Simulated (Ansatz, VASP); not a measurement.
# One calculation of SiC, two programs

POSCAR

```
SiC
1.0
    0.0000000000      2.1345181309      2.1345181309
    2.1345181309      0.0000000000      2.1345181309
    2.1345181309      2.1345181309      0.0000000000
Si C
1 1
Direct
    0.0000000000      0.0000000000      0.0000000000
    0.2500000000      0.2500000000      0.2500000000
```

The input INCAR.step1:

```
SYSTEM = SiC
PREC     = Accurate       ! precision mode
ENCUT    = 520            ! plane-wave cutoff, eV
ISMEAR   = 0              ! smearing method
SIGMA    = 0.01           ! smearing width, eV
LREAL    = .False.        ! projectors in reciprocal space
LASPH    = .True.         ! aspherical terms in the spheres
NELM     = 100            ! most SCF steps
NBANDS   = 11             ! bands
GGA      = PE             ! functional
ALGO     = Normal         ! electronic algorithm
EDIFF    = 1E-4           ! SCF threshold, eV
LWAVE    = .True.         ! write WAVECAR
LCHARG   = .False.        ! write CHGCAR
```

INCAR.step2

```
SYSTEM = SiC
PREC     = Accurate       ! precision mode
ENCUT    = 520            ! plane-wave cutoff, eV
EDIFF    = 1E-7           ! SCF threshold, eV
ISMEAR   = 0              ! smearing method
SIGMA    = 0.01           ! smearing width, eV
LREAL    = .False.        ! projectors in reciprocal space
LASPH    = .True.         ! aspherical terms in the spheres
NELM     = 100            ! most SCF steps
ALGO     = Normal         ! electronic algorithm
ISIF     = 2              ! what is computed and relaxed
LWAVE    = .False.        ! write WAVECAR
LCHARG   = .False.        ! write CHGCAR
METAGGA  = R2SCAN         ! meta-GGA
LMIXTAU  = .True.       
NBANDS   = 11             ! bands
ISTART   = 1
```

File KPOINTS:

```
regular mesh
0
Gamma
  8 8 8
  0 0 0
```

Input for Ansatz:

```yaml
crystal:
  lattice:
    - [0.0, 2.1345181308912085, 2.1345181308912085]
    - [2.1345181308912085, 0.0, 2.1345181308912085]
    - [2.1345181308912085, 2.1345181308912085, 0.0]
  atoms:
    - { symbol: Si, position: [0.0, 0.0, 0.0] }
    - { symbol: C, position: [0.25, 0.25, 0.25] }
basis:
  ecutwfc: 600.0
kpoints:
  mp_grid:
    grid: [8, 8, 8]
hamiltonian:
  xc: r2scan
scf:
  convergence:
    dr2_threshold: 1.0e-10
  occupations:
    method: fixed
output:
  stress: true
```

Alike in both runs: task single point; functional r2SCAN; k mesh 8 × 8 × 8; no spin polarisation.

|  | VASP | Ansatz |
| --- | --- | --- |
| version | VASP 6.6.1 | Ansatz 0.2.0 |
| potentials or method | VASP PAW PBE potentials, release 64 (Si, C), cutoff 520 eV | plane waves, PAW |
| occupations | gaussian, width 0.01 eV | fixed |
| valence electrons in the cell | 8 | 8 |

Ansatz gave:

```
pressure (GPa) : 15.5
```

Question: Which values does VASP return?

Answer: Pressure (GPa): 15.3.

VASP's potentials were made for PBE, not for r2SCAN.
